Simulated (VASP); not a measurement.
# InSb3: single point with PBE

Crystal: InSb3.

```
In Sb
1.0
     4.49632    0.00000    0.00000
     0.00000    4.49632    0.00000
     0.00000    0.00000    5.07635
In Sb
1 3
Cartesian
  0.0000 0.0000 0.0000
  2.2482 0.0000 2.5382
  0.0000 2.2482 2.5382
  2.2482 2.2482 0.0000
```

This cell differs from its parent crystal: volume 25.657 Å^3 an atom, c/a of the conventional cell 1.1290.

```json
{
  "Program": "VASP 6.6.1",
  "Task": "single point",
  "Functional": "PBE",
  "Potentials or basis": "VASP PAW PBE potentials, release 64 (In_d, Sb)",
  "Cutoff": "520 eV",
  "k mesh": "10 × 10 × 10",
  "Occupations": "gaussian, width 0.15 eV",
  "Spin": "no spin polarisation"
}
```

```yaml
Pressure: 5.1 GPa
Band_gap_on_the_k_mesh: zero (band 14 reaches 11.53 eV, above the bottom of band 15 at 7.32 eV)
```

Stress tensor (GPa, compression positive):
```
5.17 0.00 0.00
0.00 5.17 0.00
0.00 0.00 5.03
```

Levels at points of the mesh, in eV from the Fermi level:
```tsv
k point	band 10	band 11	band 12	band 13	band 14	band 15	band 16	band 17	band 18	band 19
(0.00, 0.00, 0.00)	-4.29	-4.29	-3.33	0.12	0.12	0.59	1.84	2.47	2.47	4.38
(0.50, 0.00, 0.00)	-3.51	-2.74	-2.53	-1.81	-1.15	-0.95	1.81	2.48	2.92	3.05
(0.50, 0.50, 0.00)	-3.44	-2.46	-2.46	-1.75	-1.47	-1.47	-1.40	0.53	4.86	5.04
(0.00, 0.00, 0.50)	-3.17	-3.17	-2.16	-2.16	-0.66	-0.64	1.16	1.84	3.15	3.15
(0.50, 0.00, 0.50)	-1.96	-1.25	-1.19	-1.14	-1.04	-0.83	0.32	1.33	2.75	3.04
(0.50, 0.50, 0.50)	-5.54	-5.28	-5.28	-4.88	2.74	3.11	3.11	5.02	5.09	5.65
```

It took 3.3 min on 1 thread of Intel Xeon 6975P-C, on a shared host, peak memory 0.41 GiB.

Caveat: spin-orbit coupling is left out, which moves the levels of the heavy elements.
